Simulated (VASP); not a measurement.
Runs of VASP 6.6.1 on Te. The structure is that of space group Cmmm (No. 65), or close to it. The cells are those of the table. 

```tsv
level	cell	gap on the mesh (eV)	pressure (GPa)
PBE+D4	a = 4.679 Å, angles 98.7, 94.0, 141.2°, 2 atoms	none	-0.1
PBE+D3(BJ)	a = 4.680 Å, angles 98.7, 94.0, 141.2°, 2 atoms	none	-0.1
PBE+D3(BJ)	a = 5.112 Å, angles 109.3, 81.4, 145.0°, 2 atoms	none	-1.4
PBE+D3(BJ)	a = 4.767 Å, angles 102.2, 90.0, 142.1°, 2 atoms	none	-0.3
PBE	a = 5.175 Å, angles 109.5, 80.9, 145.6°, 2 atoms	none	(a)
```

Alike in all rows: task single point; potentials or basis VASP PAW PBE potentials, release 64 (Te); no spin polarisation; k mesh 10 × 10 × 10; cutoff (eV) 520; smearing fermi-dirac 0.05 eV.

Fill in the values left out.

(a) 0.0.

Caveats: spin-orbit coupling is left out, which moves the levels of the heavy elements; three body term missing (at least some runs).

A k mesh can miss the band edges, and the runs leave out spin-orbit coupling on Te.

A gap of «none» marks levels without a gap at the run's occupations.
